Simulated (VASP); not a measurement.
Wanted: the native input for a VASP 6.6.1 run.

| Item | Value |
| --- | --- |
| Task | single point |
| Functional | PBEsol |
| Potentials or basis | VASP PAW PBE potentials, release 64 (Cu) |
| Cutoff | 590 eV |
| k mesh | 1 × 1 × 1 |
| Occupations | gaussian, width 0.1 eV |
| Spin | no spin polarisation |
| Dipole correction | no |
| Second try | not_converged |
| Further INCAR settings | ALGO = All; EDIFF = 1e-06; NBANDS = 12 |

The structure of Cu lies in POSCAR:

```
Cu
1.0
   -1.4427933200      1.4427933200      1.3760814500
    1.4427933200     -1.4427933200      1.3760814500
    1.4427933200      1.4427933200     -1.3760814500
Cu
1
Direct
    0.0000000000      0.0000000000      0.0000000000
```

The input as run:

INCAR

```
SYSTEM = Cu
PREC     = Accurate       ! precision mode
ENCUT    = 590            ! plane-wave cutoff, eV
EDIFF    = 1E-6           ! SCF threshold, eV
ISMEAR   = 0              ! smearing method
SIGMA    = 0.1            ! smearing width, eV
LREAL    = .FALSE.        ! projectors in reciprocal space
LASPH    = .TRUE.         ! aspherical terms in the spheres
NELM     = 300            ! most SCF steps
ALGO     = All            ! electronic algorithm
ISIF     = 2              ! what is computed and relaxed
LWAVE    = .FALSE.        ! write WAVECAR
LCHARG   = .FALSE.        ! write CHGCAR
GGA      = PS             ! functional
NBANDS   = 12             ! bands
GGA_COMPAT= .FALSE.      
ISEARCH  = 1
```

KPOINTS

```
regular mesh
0
G
  1 1 1
  0 0 0
```

Potentials or basis: VASP PAW PBE potentials, release 64 (Cu).

Launch:

```console
$ cat potpaw_PBE.64/Cu/POTCAR > POTCAR
$ mpirun -np 4 vasp_gam > vasp.out
```

Results of the run:

```json
{
  "Pressure": "-96.8 GPa",
  "Band gap on the k mesh": "zero (an odd number of electrons rules out a gap without spin polarisation)"
}
```

Caveat: the k points lie up to 3.15 Å⁻¹ apart, too coarse for converged energies and pressures of a metal; the PAW data sets were made with another functional, which shifts forces and pressure a little.

Wall time 2.7 s on 4 MPI ranks on AMD EPYC 9R45 96-Core Processor (Zen 5) (shared host), peak memory 0.07 GiB a rank.
